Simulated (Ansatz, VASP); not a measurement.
## Two plane-wave programs on ZnS

```xyz
8
Lattice="-3.8467 0.0000 0.0000 -1.9234 -3.3314 0.0000 -2.8850 -1.6657 12.5902" Properties=species:S:1:pos:R:3 pbc="T T T"
Zn    0.0000    0.0000    8.2623
Zn    0.0000    0.0000    1.9672
Zn   -1.9234   -1.1105   11.4096
Zn   -3.8467   -2.2209    5.1145
S     0.0000    0.0000   10.6197
S    -1.9234   -3.3314    4.3246
S    -1.9234   -1.1105    1.1814
S    -3.8467   -2.2209    7.4765
```

Alike in both runs: task single point; functional PBE; k mesh 8 × 8 × 2; occupations gaussian, width 0.05 eV; no spin polarisation.

|  | VASP | Ansatz |
| --- | --- | --- |
| version | VASP 6.6.1 | Ansatz 0.2.0 |
| potentials or method | VASP PAW PBE potentials, release 64 (Zn, S), cutoff 520 eV | scalar-relativistic, plane waves, PAW |
| valence electrons in the cell | 72 | 72 |

Ansatz gave:

- gap on the k mesh at the Fermi level (eV): 1.36
- least direct gap on the mesh (eV): 1.36
- pressure (GPa): -0.5
- traceless stress, the component that is largest in VASP (GPa): 1.24
- rms of the force components (eV/Å): 0.139

Problem. Which values does VASP return?

Solution. gap on the k mesh at the Fermi level (eV): 1.36; least direct gap on the mesh (eV): 1.36; pressure (GPa): -0.3; traceless stress, the component that is largest in VASP (GPa): 1.21; rms of the force components (eV/Å): 0.140.

Atom by atom the forces differ by 0.003 eV/Å (rms over components).
